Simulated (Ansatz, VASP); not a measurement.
# LiBr: VASP beside Ansatz

```xyz
2
Lattice="0.0000 2.7396 2.7396 2.7396 0.0000 2.7396 2.7396 2.7396 0.0000" Properties=species:S:1:pos:R:3 pbc="T T T"
Li    0.0000    0.0000    0.0000
Br    2.7396    2.7396    2.7396
```

Alike in both runs: task single point; functional HSE06; k mesh 4 × 4 × 4; no spin polarisation.

|  | VASP | Ansatz |
| --- | --- | --- |
| version | VASP 6.6.1 | Ansatz 0.2.0 |
| potentials or method | VASP PAW PBE potentials, release 64 (Li_sv, Br) | plane waves |
| plane-wave cutoff (eV) | 650 | 420 |
| occupations | gaussian, width 0.01 eV | fixed |
| valence electrons in the cell | 10 | 10 |

Ansatz gave:

| Quantity | Value |
| --- | --- |
| gap on the k mesh at the Fermi level (eV) | 6.22 |
| pressure (GPa) | 0.1 |

Estimate VASP's values.

gap on the k mesh at the Fermi level (eV): 6.21; pressure (GPa): -0.1.

Ansatz's warnings: stress exchange threshold loose, stress scf threshold loose.

The k mesh is coarse, so the values compare programs but aren't converged.
